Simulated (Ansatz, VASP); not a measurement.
# One calculation of Au, two programs

INCAR

```
SYSTEM = Au
PREC = Accurate
ENCUT = 520
EDIFF = 1E-6
ISMEAR = 0
SIGMA = 0.15
LREAL = .FALSE.
LASPH = .TRUE.
NELM = 80
ALGO = Fast
ISIF = 2
LWAVE = .FALSE.
LCHARG = .FALSE.
GGA = PS
NBANDS = 12
```

KPOINTS

```
Automatic mesh
0
G
  22 22 22
  0 0 0
```

File POSCAR:

```
Au
1.0
    0.0000000000      2.2221222584      1.7332553616
    2.2221222584      0.0000000000      1.7332553616
    2.2221222584      2.2221222584      0.0000000000
Au
1
Direct
    0.0000000000      0.0000000000      0.0000000000
```

Input for Ansatz:

```yaml
crystal:
  lattice:
    - [0.0, 2.2221222584, 1.7332553616]
    - [2.2221222584, 0.0, 1.7332553616]
    - [2.2221222584, 2.2221222584, 0.0]
  atoms:
    - { symbol: Au, position: [0.0, 0.0, 0.0] }
basis:
  ecutwfc: 420
kpoints:
  mp_grid: { grid: [22, 22, 22] }
hamiltonian:
  xc: pbesol
scf:
  occupations: { method: gaussian, width: 0.15 }
output:
  forces: true
  stress: true
  eigenvalues: true
```

Alike in both runs: task single point; functional PBEsol; k mesh 22 × 22 × 22; occupations gaussian, width 0.15 eV; no spin polarisation.

|  | VASP | Ansatz |
| --- | --- | --- |
| version | VASP 6.6.1 | Ansatz 0.2.0 |
| potentials or method | VASP PAW PBE potentials, release 64 (Au), cutoff 520 eV | scalar-relativistic, plane waves, PAW |
| valence electrons in the cell | 11 | 19 |

Ansatz gave:

```
gap on the k mesh at the Fermi level (eV)                     : none
pressure (GPa)                                                : -0.7
traceless stress, the component that is largest in VASP (GPa) : 0.54
```

What did VASP give for the same quantities?

gap on the k mesh at the Fermi level (eV): none; pressure (GPa): -0.9; traceless stress, the component that is largest in VASP (GPa): 0.55.

VASP's potentials were made for PBE, not for PBEsol. A gap of «none» marks a metal or a gap that the smearing closes. The functional is the same, so the differences come from potentials, cutoffs and numerics. VASP's potentials hold 11 valence electrons a cell and Ansatz's 19, so a difference there can come from the potentials and not from the codes.

Neither program's run includes spin-orbit coupling.
